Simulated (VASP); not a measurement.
# Ir (I4_1/amd) in VASP: notebook, part 4 of 4

VASP 6.6.1. The steps go on from the part before.

## Step 7: Relaxation of shape and atoms at fixed volume, PBE

This run uses another cell than the first one, of 13.62 Å³/atom, 1.235 times its volume.

Input file INCAR:

```
SYSTEM = Ir
ALGO = Normal
EDIFF = 1E-7
EDIFFG = -0.005
ENCUT = 600
GGA = PE
IBRION = 2
ISIF = 4
ISMEAR = -1
LASPH = .TRUE.
LCHARG = .FALSE.
LREAL = .FALSE.
LWAVE = .FALSE.
NELM = 100
NSW = 50
PREC = Accurate
SIGMA = 0.05
```

Input file KPOINTS:

```
k-points
0
G
  18 18 18
  0 0 0
```

Input file POSCAR:

```
Ir
1.0
   -2.2893264683      2.2893264683      1.2995746841
    2.2893264683     -2.2893264683      1.2995746841
    2.2893264683      2.2893264683     -1.2995746841
Ir
2
Direct
   -0.3750000000     -0.1250000000     -0.2500000000
    0.3750000000      0.1250000000      0.2500000000
```

Potentials or basis: VASP PAW PBE potentials, release 64 (Ir).

Started as:

```bash
> cat potpaw_PBE.64/Ir/POTCAR > POTCAR
> mpirun -np 1 vasp_std > vasp.out
```

OUTCAR:

```text
SYSTEM = Ir
   EDIFF = 1E-7
   EDIFFG = -0.005
   ENCUT = 600
   GGA = PE
   IBRION = 2
   ISIF = 4
   ISMEAR = -1
   LASPH = .TRUE.
   LREAL = .FALSE.
   NELM = 100
   NSW = 50
   PREC = Accurate

 ion  position               nearest neighbor table
   1  0.625  0.875  0.750-   2 2.38   2 2.38   2 2.38   2 2.38   2 3.01   2 3.01   2 3.01   2 3.01

   2  0.375  0.125  0.250-   1 2.38   1 2.38   1 2.38   1 2.38   1 3.01   1 3.01   1 3.01   1 3.01

  LATTYP: Found a body centered tetragonal cell.
 ALAT       =     4.5786529366
 C/A-ratio  =     0.5676668235

  Lattice vectors:

 A1 = (  -2.2893264683,   2.2893264683,   1.2995746841)
 A2 = (   2.2893264683,  -2.2893264683,   1.2995746841)
 A3 = (   2.2893264683,   2.2893264683,  -1.2995746841)

Analysis of symmetry for initial positions (statically):
=====================================================================
 Subroutine PRICEL returns:
 Original cell was already a primitive cell.

 Routine SETGRP: Setting up the symmetry group for a
 body centered tetragonal supercell.

 Subroutine GETGRP returns: Found 16 space group operations
 (whereof  4 operations were pure point group operations)
 out of a pool of 16 trial point group operations.

The static configuration has the point symmetry C_2h.
 The point group associated with its full space group is D_4h.

Analysis of symmetry for dynamics (positions and initial velocities):
=====================================================================
 Subroutine PRICEL returns:
 Original cell was already a primitive cell.

 Routine SETGRP: Setting up the symmetry group for a
 body centered tetragonal supercell.

 Subroutine GETGRP returns: Found 16 space group operations
 (whereof  4 operations were pure point group operations)
 out of a pool of 16 trial point group operations.

The dynamic configuration has the point symmetry C_2h.
 The point group associated with its full space group is D_4h.

 Subroutine INISYM returns: Found 16 space group operations
[... 131 lines left out ...]
  volume of cell :       27.24
 maximum number of plane-waves:       925
   NGX = 13   NGY = 13   NGZ = 13

--------------------------------------- Ionic step        1  -------------------------------------------

 number of electron      18.0000001 magnetization

 Free energy of the ion-electron system (eV)
  ---------------------------------------------------
  ext. energy  EPLUGINS =         0.00000000
  ---------------------------------------------------
  free energy    TOTEN  =       -15.35271880 eV

  energy without entropy =      -15.33906169  energy(sigma->0) =      -15.34589025

------------------------ aborting loop because EDIFF is reached ----------------------------------------

  FORCE on cell =-STRESS in cart. coord.  units (eV):
  Direction    XX          YY          ZZ          XY          YZ          ZX
  --------------------------------------------------------------------------------------
  -------------------------------------------------------------------------------------
  Total       13.3399047     13.3399047     11.2804292      0.0000000     -0.0000000      0.0000000
  in kB      784.4885643    784.4885643    663.3756311      0.0000000     -0.0000000      0.0000000
  external PRESSURE =     744.1175865 kB  Pullay stress =       0.0000000 kB
[... 95 lines left out ...]
--------------------------------------- Ionic step        4  -------------------------------------------

 number of electron      18.0000000 magnetization

 Free energy of the ion-electron system (eV)
  ---------------------------------------------------
  ext. energy  EPLUGINS =         0.00000000
  ---------------------------------------------------
  free energy    TOTEN  =       -15.36466363 eV

  energy without entropy =      -15.35080251  energy(sigma->0) =      -15.35773307

 E-fermi :  10.9634     XC(G=0): -14.1007

 val. band max:       10.9607279700   @ k =  -0.2222  -0.3889   0.0556
 cond. band min:      10.9657060952   @ k =  -0.4444   0.0556   0.0000
 fundamental gap:      0.0049781252
 Fermi energy:        10.9634075860

 k-point     1 :       0.0000    0.0000    0.0000
  band No.  band energies     occupation
      1      -0.3048      2.00000
      2       2.4127      2.00000
      3       3.7601      2.00000
      4       4.6685      2.00000
      5       5.5704      2.00000
      6       9.6356      2.00000
      7       9.6356      2.00000
      8       9.7168      2.00000
      9       9.7168      2.00000
     10      12.9576      0.00000
     11      14.5939      0.00000
     12      16.8399      0.00000
     13      16.8399      0.00000
[... 354 lines left out ...]
  band No.  band energies     occupation
      1       1.0758      2.00000
      2       3.1748      2.00000
      3       4.1358      2.00000
      4       5.5169      2.00000
      5       6.1070      2.00000
      6       7.4613      2.00000
      7       8.4910      2.00000
      8       9.3245      2.00000
      9       9.9151      2.00000
     10      12.2738      0.00000
     11      13.4747      0.00000
     12      17.9299      0.00000
     13      19.5958      0.00000

 [... further k-points ...]
[... 5 lines left out ...]
  --------------------------------------------------------------------------------------
  -------------------------------------------------------------------------------------
  Total       12.5279380     12.5279380     12.5382687      0.0000000      0.0000000      0.0000000
  in kB      736.7387036    736.7387036    737.3462271      0.0000000      0.0000000      0.0000000
  external PRESSURE =     736.9412115 kB  Pullay stress =       0.0000000 kB
[... 17 lines left out ...]
  FREE ENERGIE OF THE ION-ELECTRON SYSTEM (eV)
  ---------------------------------------------------
  free  energy   TOTEN  =       -15.3646636319 eV

  energy  without entropy=      -15.3508025103  energy(sigma->0) =      -15.35773307

 reached required accuracy - stopping structural energy minimisation
```

OSZICAR:

```text
N       E                     dE             d eps       ncg     rms          rms(c)
DAV:   1     0.166284216618E+03    0.16628E+03   -0.93843E+03 12480   0.157E+03
DAV:   2    -0.906344323817E+01   -0.17535E+03   -0.16245E+03 12678   0.389E+02
[... 30 lines left out ...]
   3 F= -.15364662E+02 E0= -.15357736E+02  d E =-.119428E-01
       N       E                     dE             d eps       ncg     rms          rms(c)
DAV:   1    -0.153646726155E+02   -0.11083E-04   -0.48585E-04 12835   0.194E-01    0.165E-02
DAV:   2    -0.153646654668E+02    0.71487E-05   -0.88360E-06 15047   0.356E-02    0.704E-03
DAV:   3    -0.153646636280E+02    0.18388E-05   -0.36000E-06 13612   0.167E-02    0.172E-03
DAV:   4    -0.153646636319E+02   -0.39026E-08   -0.21313E-07 10125   0.630E-03
   4 F= -.15364664E+02 E0= -.15357733E+02  d E =-.119448E-01
```

It took 9.9 min on 1 thread of Oxide Virtual Turin-like, shared host; peak memory 0.29 GiB.

What came out:

| Item | Value |
| --- | --- |
| Free energy | -15.3647 eV |
| Energy gained by relaxing | 6.0 meV/atom |
| Ionic steps | 4 |
| Pressure after relaxing | 73.7 GPa |
| Band gap on the k mesh | zero (band 9 reaches 13.06 eV, above the bottom of band 10 at 9.50 eV) |

Step by step:
| step | energy change (eV) | largest force (eV/Å) | pressure (GPa) | volume (Å³) |
| --- | --- | --- | --- | --- |
| 1 | 0.0000 | 0.0000 | 74.41 | 27.24 |
| 2 | 0.0318 | 0.0000 | 73.44 | 27.24 |
| 3 | -0.0119 | 0.0000 | 73.70 | 27.24 |
| 4 | -0.0119 | 0.0000 | 73.69 | 27.24 |

Final structure:
```cif
data_structure
_symmetry_space_group_name_H-M 'P 1'
_symmetry_Int_Tables_number 1
_cell_length_a 3.5006
_cell_length_b 3.5006
_cell_length_c 3.5006
_cell_angle_alpha 97.739
_cell_angle_beta 97.739
_cell_angle_gamma 136.944
_cell_volume 27.24
loop_
_atom_site_label
_atom_site_type_symbol
_atom_site_fract_x
_atom_site_fract_y
_atom_site_fract_z
_atom_site_occupancy
Ir1 Ir 0.62500 0.87500 0.75000 1
Ir2 Ir 0.37500 0.12500 0.25000 1
```

Levels at points of the mesh, in eV from the Fermi level:
```tsv
k point	band 5	band 6	band 7	band 8	band 9	band 10	band 11	band 12	band 13
(0.00, 0.00, 0.00)	-5.39	-1.33	-1.33	-1.25	-1.25	1.99	3.63	5.88	5.88
(0.50, 0.00, 0.00)	-3.46	-2.82	-2.01	-0.82	0.67	0.93	3.61	6.66	7.84
(0.50, 0.50, 0.00)	-4.43	-4.43	-2.38	-2.38	0.16	0.16	0.74	0.74	13.42
(0.50, 0.50, 0.50)	-1.88	-1.88	-1.41	-1.41	-0.73	-0.73	-0.68	-0.68	7.79
```

Caveat: spin-orbit coupling is left out, which moves the levels of the heavy elements.

## Step 8: Overview

```tsv
task	spin	cell	cutoff (eV)	gap on the mesh (eV)	pressure (GPa)
single point	off	a = 3.270 Å, angles 97.6, 97.6, 137.4°, 2 atoms	520	none	267.8
single point	collinear, zero start	a = 3.603 Å, angles 97.8, 97.8, 136.7°, 2 atoms	520	none	28.2
relaxation of shape and atoms at fixed volume	off	relaxed from a = 3.251 Å, angles 98.0, 98.0, 136.3°, 2 atoms	600	none	268.0
relaxation of cell and atoms	off	relaxed from a = 3.621 Å, angles 97.5, 97.5, 137.5°, 2 atoms	600	none	0.0
relaxation of shape and atoms at fixed volume	off	relaxed from a = 3.374 Å, angles 98.0, 98.0, 136.3°, 2 atoms	600	none	147.3
relaxation of shape and atoms at fixed volume	off	relaxed from a = 3.489 Å, angles 98.0, 98.0, 136.3°, 2 atoms	600	none	73.7
```

Alike in all rows: level PBE; potentials or basis VASP PAW PBE potentials, release 64 (Ir); k mesh 18 × 18 × 18; smearing fermi-dirac 0.05 eV.

Caveats: spin-orbit coupling is left out, which moves the levels of the heavy elements.

Absolute energies hang on the potentials; compare differences alone.
